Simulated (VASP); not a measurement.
**Ti: single point with LDA**

Ti:

```xyz
2
Lattice="2.8639 0.0000 0.0000 -1.4319 2.4802 0.0000 0.0000 0.0000 4.5400" Properties=species:S:1:pos:R:3 pbc="T T T"
Ti    0.0000    1.6535    1.1350
Ti    1.4319    0.8267    3.4050
```

* Program: VASP 6.6.1
* Task: single point
* Functional: LDA
* Potentials or basis: VASP PAW LDA potentials, release 64 (Ti_sv)
* Cutoff: 520 eV
* k mesh: 13 × 13 × 7
* Occupations: methfessel-paxton, width 0.6 eV
* Spin: no spin polarisation

```json
{"Pressure": "-0.6 GPa", "Band gap on the k mesh": "zero (band 12 reaches 9.68 eV, above the bottom of band 13 at 8.59 eV)"}
```

Stress tensor (GPa, compression positive):
```
-0.62  0.00  0.00
 0.00 -0.62  0.00
 0.00  0.00 -0.71
```

Levels at points of the mesh, in eV from the Fermi level:
| k point | band 8 | band 9 | band 10 | band 11 | band 12 | band 13 | band 14 | band 15 | band 16 | band 17 |
| --- | --- | --- | --- | --- | --- | --- | --- | --- | --- | --- |
| (0.00, 0.00, 0.00) | -32.12 | -6.24 | -2.81 | 0.83 | 0.83 | 0.97 | 1.15 | 1.38 | 1.38 | 1.77 |

Run time: 29 s on 1 thread of Intel(R) Xeon(R) Platinum 8488C (Sapphire Rapids) (shared host), peak memory 0.16 GiB.
